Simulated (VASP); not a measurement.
Runs of VASP 6.6.1 on W. The structure is that of space group Im-3m (No. 229), or close to it. The cells are those of the table. 

```tsv
cell	gap on the mesh (eV)	pressure (GPa)
a = 2.741 Å, angles 109.5°, 1 atom	none	-1.4
a = 2.777 Å, angles 109.5°, 1 atom	none	(b)
a = 2.722 Å, angles 109.5°, 1 atom	none	5.4
a = 2.759 Å, angles 109.5°, 1 atom	none	(a)
a = 2.794 Å, angles 109.5°, 1 atom	none	-17.7
a = 2.704 Å, angles 109.5°, 1 atom	none	12.9
a = 2.685 Å, angles 109.5°, 1 atom	none	21.2
```

Alike in all rows: task single point; level PBE+D3(BJ); potentials or basis VASP PAW PBE potentials, release 64 (W_sv); no spin polarisation; k mesh 13 × 13 × 13; cutoff (eV) 520; smearing methfessel-paxton 0.1 eV.

Problem. Estimate the missing entries.

Solution. (a) -7.4; (b) -12.8.

Caveats: spin-orbit coupling is left out, which moves the levels of the heavy elements; pairwise dispersion overbinds metals, which lowers pressure and volume.

A k mesh can miss the band edges, and the runs leave out spin-orbit coupling on W.

A gap of «none» marks levels without a gap at the run's occupations.
